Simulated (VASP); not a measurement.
**Ti: single point with r2SCAN**

The system is Ti.

```
CELL_PARAMETERS angstrom
4.56802 0.00000 0.00000
-2.28401 3.95602 0.00000
0.00000 0.00000 2.90930
ATOMIC_POSITIONS crystal
Ti 0.00000 0.00000 0.00000
Ti 0.33333 0.66667 0.50000
Ti 0.66667 0.33333 0.50000
```

This cell differs from its parent crystal: strain along c alone, the other axes held: +3.0 %.

* Program: VASP 6.6.1
* Task: single point
* Functional: r2SCAN
* Potentials or basis: VASP PAW PBE potentials, release 64 (Ti_sv)
* Cutoff: 520 eV
* k mesh: 12 × 12 × 18
* Occupations: gaussian, width 0.1 eV
* Spin: no spin polarisation
* Dipole correction: no
* Further INCAR settings: ALGO = Normal; EDIFF = 1e-07; NBANDS = 25

```
Pressure               : -3.0 GPa
Band gap on the k mesh : zero (band 18 reaches 8.47 eV, above the bottom of band 19 at 8.13 eV)
```

Stress tensor (GPa, compression positive):
```
-1.04  0.00  0.00
 0.00 -1.04  0.00
 0.00  0.00 -7.03
```

Levels at points of the mesh, in eV from the Fermi level:
| k point | band 14 | band 15 | band 16 | band 17 | band 18 | band 19 | band 20 | band 21 | band 22 | band 23 |
| --- | --- | --- | --- | --- | --- | --- | --- | --- | --- | --- |
| (0.00, 0.00, 0.00) | -2.02 | -0.76 | -0.76 | -0.74 | -0.74 | 0.16 | 0.94 | 1.40 | 1.40 | 1.71 |
| (0.50, 0.00, 0.00) | -3.83 | -2.71 | -0.42 | -0.30 | -0.27 | 0.14 | 0.73 | 0.88 | 0.97 | 1.79 |
| (0.00, 0.00, 0.50) | -2.18 | -2.12 | -2.12 | -1.75 | -1.75 | 1.20 | 1.20 | 1.28 | 1.28 | 3.08 |
| (0.50, 0.00, 0.50) | -2.25 | -1.73 | -1.24 | -0.91 | -0.90 | 0.46 | 0.74 | 0.82 | 1.06 | 2.29 |

Wall time 11 min on 1 thread of Intel(R) Xeon(R) 6975P-C (Granite Rapids), with other jobs on the host, peak memory 0.32 GiB.

Caveat: the cell differs from its parent crystal (strain along c alone, the other axes held: +3.0 %); the PAW data sets were made with another functional, which shifts forces and pressure a little.
